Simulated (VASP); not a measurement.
# Ta2Si2O in VASP: notebook

Runs on Ta2Si2O. Level: PBE. Tasks: single point, relaxation of cell and atoms.

Everything below comes from runs of VASP 6.6.1. Logs are shortened: lines on timing, memory, paths and dates and some standing lists are left out, and cuts for length are marked.

## Step 1: The cell of the first run

Symmetry: P6/mmm, No. 191, hexagonal system. The conventional cell has a = 4.008 Å, b = 4.008 Å, c = 6.661 Å, α = 90.00°, β = 90.00°, γ = 120.00°. Ta (site symmetry 6mm) has 1 O at 1.93 Å and 6 Si at 2.70 Å and 1 Ta at 2.80 Å within 2.8 Å. Within 3.1 Å of Si (site symmetry -6m2) lie 3 Si at 2.31 Å and 6 Ta at 2.70 Å. O (site symmetry 6/mmm) has 2 Ta at 1.93 Å within 2.6 Å.

## Step 2: Single point, PBE

File INCAR:

```
PREC = Accurate
ENCUT = 520
EDIFF = 1E-6
ISMEAR = 0
SIGMA = 0.2
LREAL = False
LASPH = True
NELM = 100
ALGO = Normal
ISIF = 2
LWAVE = False
LCHARG = False
GGA = PE
NBANDS = 47
```

File KPOINTS:

```
Automatic mesh
0
Gamma
  6 6 2
```

File POSCAR:

```
Ta2Si2O
1.0
    4.0081330005      0.0000000000      0.0000000000
   -2.0040665002      3.4711450002      0.0000000000
    0.0000000000      0.0000000000     13.3226026135
Ta Si O
4 4 2
Direct
    0.0000000000      0.0000000000      0.3549101904
    0.0000000000      0.0000000000      0.8549101904
    0.0000000000      0.0000000000      0.1450898096
    0.0000000000      0.0000000000      0.6450898096
    0.3333333333      0.6666666667      0.2500000000
    0.3333333333      0.6666666667      0.7500000000
    0.6666666667      0.3333333333      0.2500000000
    0.6666666667      0.3333333333      0.7500000000
    1.0000000000      0.0000000000      0.5000000000
    1.0000000000      0.0000000000      0.0000000000
```

Potentials or basis: VASP PAW PBE potentials, release 64 (Ta_pv, Si, O).

Launch:

```
$ cat potpaw_PBE.64/Ta_pv/POTCAR potpaw_PBE.64/Si/POTCAR potpaw_PBE.64/O/POTCAR > POTCAR
$ mpirun -np 1 vasp_std > vasp.out
```

OUTCAR:

```text
PREC = Accurate
   ENCUT = 520
   EDIFF = 1E-6
   ISMEAR = 0
   LREAL = False
   LASPH = True
   NELM = 100
   ISIF = 2
   GGA = PE

 ion  position               nearest neighbor table
   1  0.000  0.000  0.355-   9 1.93   7 2.70   5 2.70   5 2.70   7 2.70   7 2.70   5 2.70   3 2.80

   2  0.000  0.000  0.855-  10 1.93   8 2.70   6 2.70   6 2.70   8 2.70   8 2.70   6 2.70   4 2.80

   3  0.000  0.000  0.145-  10 1.93   7 2.70   5 2.70   5 2.70   7 2.70   7 2.70   5 2.70   1 2.80

   4  0.000  0.000  0.645-   9 1.93   8 2.70   6 2.70   6 2.70   8 2.70   8 2.70   6 2.70   2 2.80

   5  0.333  0.667  0.250-   7 2.31   7 2.31   7 2.31   1 2.70   3 2.70   3 2.70   1 2.70   3 2.70
                             1 2.70
   6  0.333  0.667  0.750-   8 2.31   8 2.31   8 2.31   2 2.70   4 2.70   4 2.70   2 2.70   4 2.70
                             2 2.70
   7  0.667  0.333  0.250-   5 2.31   5 2.31   5 2.31   1 2.70   3 2.70   1 2.70   3 2.70   1 2.70
                             3 2.70
   8  0.667  0.333  0.750-   6 2.31   6 2.31   6 2.31   2 2.70   4 2.70   2 2.70   4 2.70   2 2.70
                             4 2.70
   9  0.000  0.000  0.500-   1 1.93   4 1.93
  10  0.000  0.000  0.000-   2 1.93   3 1.93

  LATTYP: Found a hexagonal cell.
 ALAT       =     4.0081330005
 C/A-ratio  =     3.3238923488

  Lattice vectors:

 A1 = (   4.0081330005,   0.0000000000,   0.0000000000)
 A2 = (  -2.0040665002,   3.4711450002,   0.0000000000)
 A3 = (   0.0000000000,   0.0000000000,  13.3226026135)

Analysis of symmetry for initial positions (statically):
=====================================================================
 Subroutine PRICEL returns following result:

  LATTYP: Found a hexagonal cell.
 ALAT       =     4.0081330005
 C/A-ratio  =     1.6619461744

  Lattice vectors:

 A1 = (   4.0081330005,   0.0000000000,   0.0000000000)
 A2 = (  -2.0040665002,   3.4711450002,   0.0000000000)
 A3 = (   0.0000000000,   0.0000000000,   6.6613013068)

   2 primitive cells build up your supercell.

 Routine SETGRP: Setting up the symmetry group for a
 hexagonal supercell.

 Subroutine GETGRP returns: Found 24 space group operations
 (whereof 24 operations were pure point group operations)
 out of a pool of 24 trial point group operations.

The static configuration has the point symmetry D_6h.

[... 121 lines left out ...]
   NSW    =      0    number of steps for IOM
   IBRION =     -1    ionic relax: 0-MD 1-quasi-New 2-CG
   NFREE  =      0    steps in history (QN), initial steepest desc. (CG)
   ISIF   =      2    stress and relaxation
   ISYM   =      2    0-nonsym 1-usesym 2-fastsym
   POTIM  = 0.5000    time-step for ionic-motion
   TEBEG  =    0.0;   TEEND  =   0.0 temperature during run
   PSTRESS=    0.0 pullay stress
   NELECT =      72.0000    total number of electrons
   NUPDOWN=      -1.0000    fix difference up-down
   EMIN   =  10.00;   EMAX   =-10.00  energy-range for DOS
   EFERMI =   0.00;   METHOD = LEGACY
   ISMEAR =     0;   SIGMA  =   0.20  broadening in eV -4-tet -1-fermi 0-gaus
   EFERMI_NEDOS =   21; number of points for ismear=-14 and -15
   IALGO  =     38    algorithm
   IMIX   =      4    mixing-type and parameters
     AMIX     =   0.40;   BMIX     =  1.00
     AMIX_MAG =   1.60;   BMIX_MAG =  1.00
  volume/ion in A,a.u.               =      18.54       125.08
  Fermi-wavevector in a.u.,A,eV,Ry     =   1.194495  2.257268 19.413042  1.426818
  Thomas-Fermi vector in A             =   2.330484
   LORBIT       =      0    0 simple, 1 ext, 2 COOP (PROOUT), +10 PAW based schemes
   GGA     = PE    functional components
   LHFCALC =     F    Hartree Fock is set to
   AEXX    =    0.0000 exact exchange contribution
   IVDW    =     0    specifies the selected vdW correction
   LEPSILON=     F    determine dielectric tensor
   LRPA    =     F    only Hartree local field effects (RPA)
 non-spin polarized calculation
 Gauss-broadening in eV      SIGMA  =   0.20
  energy-cutoff  :      520.00
  volume of cell :      185.35
 maximum number of plane-waves:      5023
 NGX is ok and might be reduce to    30

 number of electron      71.9999998 magnetization

 Free energy of the ion-electron system (eV)
  ---------------------------------------------------
  ext. energy  EPLUGINS =         0.00000000
  ---------------------------------------------------
  free energy    TOTEN  =       -83.45374483 eV

  energy without entropy =      -83.35196760  energy(sigma->0) =      -83.40285621

 E-fermi :   5.4181     XC(G=0): -10.1437

 val. band max:        5.3875720590   @ k =   0.1667   0.1667   0.0000
 cond. band min:       5.5078405691   @ k =   0.3333   0.1667   0.0000
 fundamental gap:      0.1202685101
 Fermi energy:         5.4181055946

 k-point     1 :       0.0000    0.0000    0.0000
  band No.  band energies     occupation
      1     -30.4339      2.00000
      2     -30.3598      2.00000
      3     -29.9413      2.00000
      4     -29.8913      2.00000
      5     -29.8913      2.00000
      6     -29.8885      2.00000
[... 689 lines left out ...]
     46       7.7289      0.00000
     47       8.6598      0.00000

------------------------ aborting loop because EDIFF is reached ----------------------------------------

  FORCE on cell =-STRESS in cart. coord.  units (eV):
  Direction    XX          YY          ZZ          XY          YZ          ZX
  --------------------------------------------------------------------------------------
  -------------------------------------------------------------------------------------
  Total       -0.7072449     -0.7072449      1.2529745     -0.0000000      0.0000000     -0.0000000
  in kB       -6.1133107     -6.1133107     10.8305091     -0.0000000      0.0000000     -0.0000000
  external PRESSURE =      -0.4653707 kB  Pullay stress =       0.0000000 kB

 VOLUME and BASIS-vectors are now :
 -----------------------------------------------------------------------------
  energy-cutoff  :      520.00
  volume of cell :      185.35
      direct lattice vectors                 reciprocal lattice vectors
     4.008133000  0.000000000  0.000000000     0.249492719  0.144044688  0.000000000
    -2.004066500  3.471145000  0.000000000     0.000000000  0.288089377  0.000000000
     0.000000000  0.000000000 13.322602614     0.000000000  0.000000000  0.075060409

 POSITION                                       TOTAL-FORCE (eV/Angst)
 -----------------------------------------------------------------------------------
      0.00000      0.00000      4.72833        -0.000000      0.000000      0.024543
      0.00000      0.00000     11.38963         0.000000      0.000000      0.024543
      0.00000      0.00000      1.93297         0.000000     -0.000000     -0.024543
      0.00000      0.00000      8.59428        -0.000000     -0.000000     -0.024543
     -0.00000      2.31410      3.33065        -0.000000      0.000000     -0.000000
     -0.00000      2.31410      9.99195        -0.000000      0.000000     -0.000000
      2.00407      1.15705      3.33065         0.000000     -0.000000     -0.000000
      2.00407      1.15705      9.99195        -0.000000     -0.000000     -0.000000
      0.00000      0.00000      6.66130        -0.000000      0.000000     -0.000000
      0.00000      0.00000      0.00000        -0.000000      0.000000     -0.000000
 -----------------------------------------------------------------------------------
    total drift:                                0.000000     -0.000000     -0.000000

  FREE ENERGIE OF THE ION-ELECTRON SYSTEM (eV)
  ---------------------------------------------------
  free  energy   TOTEN  =       -83.4537448304 eV

  energy  without entropy=      -83.3519675968  energy(sigma->0) =      -83.40285621
```

OSZICAR:

```text
N       E                     dE             d eps       ncg     rms          rms(c)
DAV:   1     0.577965725483E+03    0.57797E+03   -0.36788E+04  1348   0.144E+03
DAV:   2    -0.566714382748E+02   -0.63464E+03   -0.61652E+03  1533   0.389E+02
DAV:   3    -0.937499649035E+02   -0.37079E+02   -0.36147E+02  1673   0.842E+01
DAV:   4    -0.946885763108E+02   -0.93861E+00   -0.93267E+00  1649   0.132E+01
DAV:   5    -0.947159803555E+02   -0.27404E-01   -0.27376E-01  1710   0.208E+00    0.388E+01
DAV:   6    -0.839340142104E+02    0.10782E+02   -0.63863E+01  1602   0.313E+01    0.158E+01
DAV:   7    -0.835915868710E+02    0.34243E+00   -0.63345E+00  1629   0.115E+01    0.868E+00
DAV:   8    -0.834455881949E+02    0.14600E+00   -0.73396E-01  1665   0.389E+00    0.142E+00
DAV:   9    -0.834532707707E+02   -0.76826E-02   -0.10493E-01  1643   0.120E+00    0.664E-01
DAV:  10    -0.834541230446E+02   -0.85227E-03   -0.26892E-02  1698   0.692E-01    0.362E-01
DAV:  11    -0.834536006357E+02    0.52241E-03   -0.10974E-02  1665   0.397E-01    0.809E-02
DAV:  12    -0.834537047456E+02   -0.10411E-03   -0.10344E-03  1561   0.158E-01    0.176E-02
DAV:  13    -0.834537325764E+02   -0.27831E-04   -0.10934E-04  1624   0.417E-02    0.135E-02
DAV:  14    -0.834537446811E+02   -0.12105E-04   -0.30046E-05  1593   0.230E-02    0.960E-03
DAV:  15    -0.834537448304E+02   -0.14934E-06   -0.40923E-06  1432   0.773E-03
   1 F= -.83453745E+02 E0= -.83402856E+02  d E =-.101777E+00
```

stdout:

```text
POSCAR found type information on POSCAR TaSiO
 POSCAR found :  3 types and      10 ions
 scaLAPACK will be used
 LDA part: xc-table for (Slater+PW92), standard interpolation
 POSCAR, INCAR and KPOINTS ok, starting setup
 FFT: planning ... GRIDC
 FFT: planning ... GRID_SOFT
 FFT: planning ... GRID
 WAVECAR not read
 entering main loop
```

Run time: 2.7 min. Hardware: 1 thread of Intel Xeon Platinum 8175M at 2.50GHz (Skylake/Cascade Lake), shared host; peak memory 0.33 GiB.

What came out:

```
Free energy            : -83.4537 eV
Pressure               : 0.0 GPa
Largest force          : 0.025 eV/Å
Band gap on the k mesh : zero (bands 36 and 37 overlap by 1.28 eV)
```

Forces in eV/Å, atoms in the order of the input:
```
Ta   0.000  0.000  0.025
Ta   0.000  0.000  0.025
Ta   0.000  0.000 -0.025
Ta   0.000  0.000 -0.025
Si   0.000  0.000  0.000
Si   0.000  0.000  0.000
Si   0.000  0.000  0.000
Si   0.000  0.000  0.000
O    0.000  0.000  0.000
O    0.000  0.000  0.000
```

Caveat: spin-orbit coupling is left out, which moves the levels of the heavy elements.

## Step 3: Single point, PBE

This run uses another cell than the first one: it holds 5 atoms, not 10.

File INCAR:

```
SYSTEM = Ta2Si2O
PREC = Accurate
ENCUT = 520
EDIFF = 1E-6
ISMEAR = 0
SIGMA = 0.1
LREAL = .False.
LASPH = .True.
NELM = 60
ALGO = Normal
ISIF = 2
LWAVE = .False.
LCHARG = .True.
GGA = PE
LELF = .True.
LVHAR = .True.
NBANDS = 26
```

File KPOINTS:

```
regular mesh
0
Gamma
  12 12 6
  0 0 0
```

File POSCAR:

```
Ta2Si2O
1.0
    4.0081330005      0.0000000000      0.0000000000
   -2.0040665002      3.4711450002      0.0000000000
    0.0000000000      0.0000000000      6.6613013067
Ta Si O
2 2 1
Direct
    0.0000000000      0.0000000000      0.7098203808
    0.0000000000      0.0000000000      0.2901796192
    0.3333333333      0.6666666667      0.5000000000
    0.6666666667      0.3333333333      0.5000000000
    0.0000000000      0.0000000000      0.0000000000
```

Potentials or basis: VASP PAW PBE potentials, release 64 (Ta_pv, Si, O).

Launch:

```
$ cat potpaw_PBE.64/Ta_pv/POTCAR potpaw_PBE.64/Si/POTCAR potpaw_PBE.64/O/POTCAR > POTCAR
$ mpirun -np 1 vasp_std > vasp.out
```

OUTCAR:

```text
SYSTEM = Ta2Si2O
   PREC = Accurate
   ENCUT = 520
   EDIFF = 1E-6
   ISMEAR = 0
   LREAL = .False.
   LASPH = .True.
   NELM = 60
   ISIF = 2
   GGA = PE

 ion  position               nearest neighbor table
   1  0.000  0.000  0.710-   5 1.93   4 2.70   3 2.70   3 2.70   4 2.70   4 2.70   3 2.70   2 2.80

   2  0.000  0.000  0.290-   5 1.93   4 2.70   3 2.70   3 2.70   4 2.70   4 2.70   3 2.70   1 2.80

   3  0.333  0.667  0.500-   4 2.31   4 2.31   4 2.31   1 2.70   2 2.70   2 2.70   1 2.70   2 2.70
                             1 2.70
   4  0.667  0.333  0.500-   3 2.31   3 2.31   3 2.31   1 2.70   2 2.70   1 2.70   2 2.70   1 2.70
                             2 2.70
   5  0.000  0.000  0.000-   1 1.93   2 1.93

  LATTYP: Found a hexagonal cell.
 ALAT       =     4.0081330005
 C/A-ratio  =     1.6619461744

  Lattice vectors:

 A1 = (   4.0081330005,   0.0000000000,   0.0000000000)
 A2 = (  -2.0040665002,   3.4711450002,   0.0000000000)
 A3 = (   0.0000000000,   0.0000000000,   6.6613013067)

Analysis of symmetry for initial positions (statically):
=====================================================================
 Subroutine PRICEL returns:
 Original cell was already a primitive cell.

 Routine SETGRP: Setting up the symmetry group for a
 hexagonal supercell.

 Subroutine GETGRP returns: Found 24 space group operations
 (whereof 24 operations were pure point group operations)
 out of a pool of 24 trial point group operations.

The static configuration has the point symmetry D_6h.

Analysis of symmetry for dynamics (positions and initial velocities):
=====================================================================
 Subroutine PRICEL returns:
 Original cell was already a primitive cell.

 Routine SETGRP: Setting up the symmetry group for a
 hexagonal supercell.

 Subroutine GETGRP returns: Found 24 space group operations
 (whereof 24 operations were pure point group operations)
 out of a pool of 24 trial point group operations.

The dynamic configuration has the point symmetry D_6h.

[... 126 lines left out ...]
  Fermi-wavevector in a.u.,A,eV,Ry     =   1.194495  2.257268 19.413042  1.426818
  Thomas-Fermi vector in A             =   2.330484
   LORBIT       =      0    0 simple, 1 ext, 2 COOP (PROOUT), +10 PAW based schemes
   GGA     = PE    functional components
   LHFCALC =     F    Hartree Fock is set to
   AEXX    =    0.0000 exact exchange contribution
   IVDW    =     0    specifies the selected vdW correction
   LEPSILON=     F    determine dielectric tensor
   LRPA    =     F    only Hartree local field effects (RPA)
 non-spin polarized calculation
 Gauss-broadening in eV      SIGMA  =   0.10
  energy-cutoff  :      520.00
  volume of cell :       92.68
 maximum number of plane-waves:      2539
 NGX is ok and might be reduce to    30

 number of electron      35.9999999 magnetization

 Free energy of the ion-electron system (eV)
  ---------------------------------------------------
  ext. energy  EPLUGINS =         0.00000000
  ---------------------------------------------------
  free energy    TOTEN  =       -41.71168093 eV

  energy without entropy =      -41.70350577  energy(sigma->0) =      -41.70759335

 E-fermi :   5.2356     XC(G=0): -10.1468

 val. band max:        5.2320052178   @ k =   0.3333   0.2500   0.5000
 cond. band min:       5.2379226311   @ k =   0.3333   0.2500   0.3333
 fundamental gap:      0.0059174133
 Fermi energy:         5.2356130078

 k-point     1 :       0.0000    0.0000    0.0000
  band No.  band energies     occupation
      1     -30.4565      2.00000
      2     -29.9395      2.00000
      3     -29.9395      2.00000
      4     -29.8814      2.00000
      5     -29.8725      2.00000
      6     -29.8725      2.00000
[... 685 lines left out ...]
     25       8.5067      0.00000
     26       9.1483      0.00000

 [... further k-points ...]

------------------------ aborting loop because EDIFF is reached ----------------------------------------

  FORCE on cell =-STRESS in cart. coord.  units (eV):
  Direction    XX          YY          ZZ          XY          YZ          ZX
  --------------------------------------------------------------------------------------
  -------------------------------------------------------------------------------------
  Total       -0.0005957     -0.0005957      0.3206710     -0.0000000      0.0000000      0.0000000
  in kB       -0.0102982     -0.0102982      5.5436560     -0.0000000      0.0000000      0.0000000
  external PRESSURE =       1.8410199 kB  Pullay stress =       0.0000000 kB

 VOLUME and BASIS-vectors are now :
 -----------------------------------------------------------------------------
  energy-cutoff  :      520.00
  volume of cell :       92.68
      direct lattice vectors                 reciprocal lattice vectors
     4.008133000  0.000000000  0.000000000     0.249492719  0.144044688  0.000000000
    -2.004066500  3.471145000  0.000000000     0.000000000  0.288089377  0.000000000
     0.000000000  0.000000000  6.661301307     0.000000000  0.000000000  0.150120818

 POSITION                                       TOTAL-FORCE (eV/Angst)
 -----------------------------------------------------------------------------------
      0.00000      0.00000      4.72833        -0.000000     -0.000000     -0.079939
      0.00000      0.00000      1.93297         0.000000      0.000000      0.079939
     -0.00000      2.31410      3.33065        -0.000000     -0.000000     -0.000000
      2.00407      1.15705      3.33065         0.000000      0.000000     -0.000000
      0.00000      0.00000      0.00000        -0.000000     -0.000000     -0.000000
 -----------------------------------------------------------------------------------
    total drift:                                0.000000     -0.000000     -0.000000

  FREE ENERGIE OF THE ION-ELECTRON SYSTEM (eV)
  ---------------------------------------------------
  free  energy   TOTEN  =       -41.7116809315 eV

  energy  without entropy=      -41.7035057727  energy(sigma->0) =      -41.70759335
```

OSZICAR:

```text
N       E                     dE             d eps       ncg     rms          rms(c)
DAV:   1     0.251008321478E+03    0.25101E+03   -0.18413E+04  4000   0.130E+03
DAV:   2    -0.346961650550E+02   -0.28570E+03   -0.27767E+03  4728   0.342E+02
DAV:   3    -0.470865857315E+02   -0.12390E+02   -0.12191E+02  5120   0.652E+01
DAV:   4    -0.472979136251E+02   -0.21133E+00   -0.21052E+00  4986   0.872E+00
DAV:   5    -0.473021026190E+02   -0.41890E-02   -0.41860E-02  5168   0.117E+00    0.274E+01
DAV:   6    -0.420130256942E+02    0.52891E+01   -0.26253E+01  4404   0.283E+01    0.113E+01
DAV:   7    -0.417944725424E+02    0.21855E+00   -0.27701E+00  5068   0.103E+01    0.668E+00
DAV:   8    -0.417101050701E+02    0.84367E-01   -0.36107E-01  4922   0.375E+00    0.168E+00
DAV:   9    -0.417113894366E+02   -0.12844E-02   -0.39677E-02  4432   0.105E+00    0.414E-01
DAV:  10    -0.417115539719E+02   -0.16454E-03   -0.66707E-03  4842   0.503E-01    0.208E-01
DAV:  11    -0.417116080606E+02   -0.54089E-04   -0.19361E-03  4874   0.233E-01    0.484E-02
DAV:  12    -0.417116705389E+02   -0.62478E-04   -0.20365E-04  4298   0.881E-02    0.105E-02
DAV:  13    -0.417116778577E+02   -0.73187E-05   -0.20566E-05  4894   0.242E-02    0.548E-03
DAV:  14    -0.417116807738E+02   -0.29161E-05   -0.48809E-06  4132   0.114E-02    0.321E-03
DAV:  15    -0.417116809315E+02   -0.15777E-06   -0.20673E-07  2616   0.276E-03
   1 F= -.41711681E+02 E0= -.41707593E+02  d E =-.817516E-02
```

stdout:

```text
POSCAR found type information on POSCAR TaSiO
 POSCAR found :  3 types and       5 ions
 scaLAPACK will be used
 LDA part: xc-table for (Slater+PW92), standard interpolation
 POSCAR, INCAR and KPOINTS ok, starting setup
 FFT: planning ... GRIDC
 FFT: planning ... GRID_SOFT
 FFT: planning ... GRID
 WAVECAR not read
 entering main loop
```

It took 3.4 min on 1 thread of Intel Xeon Platinum 8175M at 2.50GHz (Skylake/Cascade Lake), shared host; peak memory 0.32 GiB.

What came out:

- Free energy: -41.7117 eV
- Pressure: 0.2 GPa
- Largest force: 0.080 eV/Å
- Band gap on the k mesh: zero (bands 18 and 19 overlap by 1.33 eV)

Forces in eV/Å, atoms in the order of the input:
```
Ta   0.000  0.000 -0.080
Ta   0.000  0.000  0.080
Si   0.000  0.000  0.000
Si   0.000  0.000  0.000
O    0.000  0.000  0.000
```

Stress tensor (GPa, compression positive):
```
0.00 0.00 0.00
0.00 0.00 0.00
0.00 0.00 0.55
```

Caveat: spin-orbit coupling is left out, which moves the levels of the heavy elements.

(Part 1 of 2 ends here.)
